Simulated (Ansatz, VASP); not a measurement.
# Ga2O3 in VASP and in Ansatz

Contents of INCAR:

```
PREC = Accurate
ENCUT = 520
EDIFF = 1E-6
ISMEAR = 0
SIGMA = 0.05
LREAL = F
LASPH = T
NELM = 100
ALGO = Normal
ISIF = 2
LWAVE = F
LCHARG = T
GGA = PE
LELF = T
LVHAR = T
NBANDS = 55
```

The input KPOINTS:

```
Automatic mesh
0
Gamma
  6 6 6
```

The input POSCAR:

```
Ga2O3
1.0
    2.6551607838      1.5329577933      4.5410352138
   -2.6551607838      1.5329577933      4.5410352138
    0.0000000000     -3.0659155866      4.5410352138
Ga O
4 6
Direct
    0.3558687539      0.3558687539      0.3558687539
    0.1441312461      0.1441312461      0.1441312461
    0.6441312461      0.6441312461      0.6441312461
    0.8558687539      0.8558687539      0.8558687539
    0.5531733332      0.9468266668      0.2500000000
    0.2500000000      0.5531733332      0.9468266668
    0.9468266668      0.2500000000      0.5531733332
    0.4468266668      0.0531733332      0.7500000000
    0.7500000000      0.4468266668      0.0531733332
    0.0531733332      0.7500000000      0.4468266668
```

Input for Ansatz:

```yaml
crystal:
  lattice:
    - [2.6551607838, 1.5329577933, 4.5410352138]
    - [-2.6551607838, 1.5329577933, 4.5410352138]
    - [0.0, -3.0659155866, 4.5410352138]
  atoms:
    - { symbol: Ga, position: [0.3558687539, 0.3558687539, 0.3558687539] }
    - { symbol: Ga, position: [0.1441312461, 0.1441312461, 0.1441312461] }
    - { symbol: Ga, position: [0.6441312461, 0.6441312461, 0.6441312461] }
    - { symbol: Ga, position: [0.8558687539, 0.8558687539, 0.8558687539] }
    - { symbol: O, position: [0.5531733332, 0.9468266668, 0.25] }
    - { symbol: O, position: [0.25, 0.5531733332, 0.9468266668] }
    - { symbol: O, position: [0.9468266668, 0.25, 0.5531733332] }
    - { symbol: O, position: [0.4468266668, 0.0531733332, 0.75] }
    - { symbol: O, position: [0.75, 0.4468266668, 0.0531733332] }
    - { symbol: O, position: [0.0531733332, 0.75, 0.4468266668] }
basis:
  ecutwfc: 420
kpoints:
  mp_grid: { grid: [6, 6, 6] }
hamiltonian:
  xc: pbe
scf:
  occupations: { method: gaussian, width: 0.05 }
output:
  forces: true
  stress: true
  eigenvalues: true
```

Change from the starting cell: strain +0.050 along x and y, +0.000 along z, atoms carried along.

Alike in both runs: task single point; functional PBE; k mesh 6 × 6 × 6; occupations gaussian, width 0.05 eV; no spin polarisation.

|  | VASP | Ansatz |
| --- | --- | --- |
| version | VASP 6.6.1 | Ansatz 0.2.0 |
| potentials or method | VASP PAW PBE potentials, release 64 (Ga_d, O), cutoff 520 eV | scalar-relativistic, plane waves, PAW |
| valence electrons in the cell | 88 | 88 |

Ansatz gave:

```
gap on the k mesh at the Fermi level (eV)                     : 1.34
least direct gap on the mesh (eV)                             : 1.48
pressure (GPa)                                                : -16.1
traceless stress, the component that is largest in VASP (GPa) : 8.38
rms of the force components (eV/Å)                            : 0.057
```

Task: What did VASP give for the same quantities?

Result: gap on the k mesh at the Fermi level (eV): 1.33; least direct gap on the mesh (eV): 1.47; pressure (GPa): -15.3; traceless stress, the component that is largest in VASP (GPa): 8.27; rms of the force components (eV/Å): 0.059.

Atom by atom the forces differ by 0.002 eV/Å (rms over components). The functional is the same, so the differences come from potentials, cutoffs and numerics.
